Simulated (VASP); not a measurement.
A run of VASP 6.6.1 is set up as follows.

The input POSCAR:

```
LiCl
1.0
    0.0000000000      2.4365220000      2.5647600000
    2.4365220000      0.0000000000      2.5647600000
    2.4365220000      2.4365220000      0.0000000000
Li Cl
1 1
Direct
    0.0000000000      0.0000000000      0.0000000000
    0.5000000000      0.5000000000      0.5000000000
```

The input INCAR.step1:

```
SYSTEM = LiCl
PREC = Accurate ; ENCUT = 520
ISMEAR = 0 ; SIGMA = 0.05
LREAL = .False. ; LASPH = .True.
NELM = 100 ; NBANDS = 12
GGA = PE ; ALGO = Normal
EDIFF = 1E-4 ; LWAVE = .True.
LCHARG = .False.
```

Contents of INCAR.step2:

```
SYSTEM = LiCl
PREC = Accurate ; ENCUT = 520
EDIFF = 1E-7 ; ISMEAR = 0
SIGMA = 0.05 ; LREAL = .False.
LASPH = .True. ; NELM = 100
ALGO = Normal ; ISIF = 2
LWAVE = .False. ; LCHARG = .False.
METAGGA = R2SCAN ; LMIXTAU = .True.
NBANDS = 12 ; ISTART = 1
```

KPOINTS

```
regular mesh
0
Gamma
  8 8 8
  0 0 0
```

Potentials or basis: VASP PAW PBE potentials, release 64 (Li_sv, Cl).

Run with:

```bash
$ cat potpaw_PBE.64/Li_sv/POTCAR potpaw_PBE.64/Cl/POTCAR > POTCAR
$ cp INCAR.step1 INCAR
$ mpirun -np 1 vasp_std > vasp.out
$ cp INCAR.step2 INCAR
$ mpirun -np 1 vasp_std > vasp.out
```

Task: Predict the band gap on the k mesh.

Result: 7.55 eV (least direct gap 7.87 eV).

Caveat: the cell differs from its parent crystal (strain -0.050 along x and y, +0.000 along z). A k mesh can miss the band edges.
